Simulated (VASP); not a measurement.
Input of a VASP 6.6.1 run:

File INCAR:

```
PREC = Accurate
ENCUT = 690
EDIFF = 1E-6
ISMEAR = -1
SIGMA = 0.05
LREAL = F
LASPH = T
NELM = 200
ALGO = Normal
ISIF = 2
LWAVE = F
LCHARG = T
ISPIN = 2
MAGMOM = 2 0
LORBIT = 11
NUPDOWN = 2.0
LMAXMIX = 4
GGA = PS
LELF = T
LVHAR = T
NBANDS = 22
GGA_COMPAT = F
```

The input KPOINTS:

```
regular mesh
0
Gamma
  8 8 7
```

The input POSCAR:

```
AlNi
1.0
    1.9386940000     -1.9531901500      0.0000000000
    1.9386940000      1.9531901500      0.0000000000
    0.0000000000      0.0000000000      3.0994300413
Ni Al
1 1
Direct
    0.5000000000      0.5000000000      0.5000000000
    0.0000000000      0.0000000000      0.0000000000
```

Potentials or basis: VASP PAW PBE potentials, release 64 (Ni_sv_GW, Al).

Launch:

```console
$ cat potpaw_PBE.64/Ni_sv_GW/POTCAR potpaw_PBE.64/Al/POTCAR > POTCAR
$ mpirun -np 1 vasp_std > vasp.out
```

(1) What does it give for the pressure?

Results:

(1) 18.7 GPa.

Caveat: the cell stands under pressure; the PAW data sets were made with another functional, which shifts forces and pressure a little; the total moment is fixed, so each spin has its own Fermi level and the state may be an excited one.
